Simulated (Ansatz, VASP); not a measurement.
**Au: VASP beside Ansatz**

Contents of POSCAR:

```
Au
1.0
    0.0000000000      2.0350000000      2.0350000000
    2.0350000000      0.0000000000      2.0350000000
    2.0350000000      2.0350000000      0.0000000000
Au
1
Direct
    0.0000000000      0.0000000000      0.0000000000
```

The input INCAR.step1:

```
SYSTEM = Au
PREC = Accurate
ENCUT = 520
EDIFF = 1E-5
ISMEAR = -1
SIGMA = 0.05
LREAL = .FALSE.
LASPH = .TRUE.
NELM = 60
ALGO = Normal
ISIF = 2
LWAVE = .TRUE.
LCHARG = .FALSE.
GGA = PE
NBANDS = 12
```

The input INCAR.step2:

```
SYSTEM = Au
PREC = Accurate
ENCUT = 520
EDIFF = 1E-7
ISMEAR = -1
SIGMA = 0.05
LREAL = .FALSE.
LASPH = .TRUE.
NELM = 60
ALGO = Normal
ISIF = 2
LWAVE = .FALSE.
LCHARG = .FALSE.
GGA = PE
LHFCALC = .TRUE.
AEXX = 1.0
ALDAC = 0.0
AGGAC = 0.0
PRECFOCK = Normal
ISTART = 1
NBANDS = 12
```

Contents of KPOINTS:

```
Automatic mesh
0
G
  6 6 6
  0 0 0
```

input.yaml

```yaml
crystal:
  lattice:
    - [0.0, 2.035, 2.035]
    - [2.035, 0.0, 2.035]
    - [2.035, 2.035, 0.0]
  atoms:
    - { symbol: Au, position: [0.0, 0.0, 0.0] }
hamiltonian:
  xc: hf
  pseudopotentials: { kind: paw }
kpoints:
  mp_grid: { grid: [6, 6, 6] }
scf:
  occupations: { method: fermi_dirac, width: 0.05 }
output:
  forces: true
  stress: true
  eigenvalues: true
```

Alike in both runs: task single point; functional HF; k mesh 6 × 6 × 6; occupations fermi-dirac, width 0.05 eV; no spin polarisation.

```csv
,VASP,Ansatz
version,VASP 6.6.1,Ansatz 0.2.0
potentials or method,"VASP PAW PBE potentials, release 64 (Au)",Ansatz PAW
plane-wave cutoff (eV),520,420
valence electrons in the cell,11,19
```

VASP gave:

- gap on the k mesh at the Fermi level (eV): none
- pressure (GPa): 25.1

Question: Which values does Ansatz return?

Answer: gap on the k mesh at the Fermi level (eV): none; pressure (GPa): 25.9.

VASP's potentials were made for PBE, not for HF. A gap of «none» marks a metal or a gap that the smearing closes. VASP's potentials hold 11 valence electrons a cell and Ansatz's 19, so a difference there can come from the potentials and not from the codes.

The k mesh is coarse, so the values compare programs but aren't converged. Neither program's run includes spin-orbit coupling.
